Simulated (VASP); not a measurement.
Runs of VASP 6.6.1 on Ta. The structure is that of space group P6_3/mmc (No. 194), or close to it. The cells are those of the table. 

```csv
task,potentials or basis,cell,cutoff (eV),second run,gap on the mesh (eV),pressure (GPa)
single point,"VASP PAW PBE potentials, release 64 (Ta_sv_GW)","a = 4.559, b = 4.559, c = 4.790 Å, angles 90.0, 90.0, 120.0°, 4 atoms",500,valence_matched,none,-0.7
relaxation of cell and atoms,"VASP PAW PBE potentials, release 64 (Ta_pv)","relaxed from a = 3.748, b = 3.748, c = 6.184 Å, angles 90.0, 90.0, 120.0°, 4 atoms",600,-,none,-0.1
single point,"VASP PAW PBE potentials, release 64 (Ta_pv)","a = 4.559, b = 4.559, c = 4.790 Å, angles 90.0, 90.0, 120.0°, 4 atoms",520,-,none,0.4
single point,"VASP PAW PBE potentials, release 64 (Ta_pv)","a = 3.748, b = 3.748, c = 6.184 Å, angles 90.0, 90.0, 120.0°, 4 atoms",520,-,none,(a)
```

Alike in all rows: level PBEsol; no spin polarisation; k mesh 6 × 6 × 4; smearing gaussian 0.1 eV.

Q: Fill in the values left out.

A: (a) 57.3.

Caveats: the PAW data sets were made with another functional, which shifts forces and pressure a little; spin-orbit coupling is left out, which moves the levels of the heavy elements.

A k mesh can miss the band edges, and the runs leave out spin-orbit coupling on Ta.

A gap of «none» marks levels without a gap at the run's occupations.

The runs don't all hold the same shells in valence.
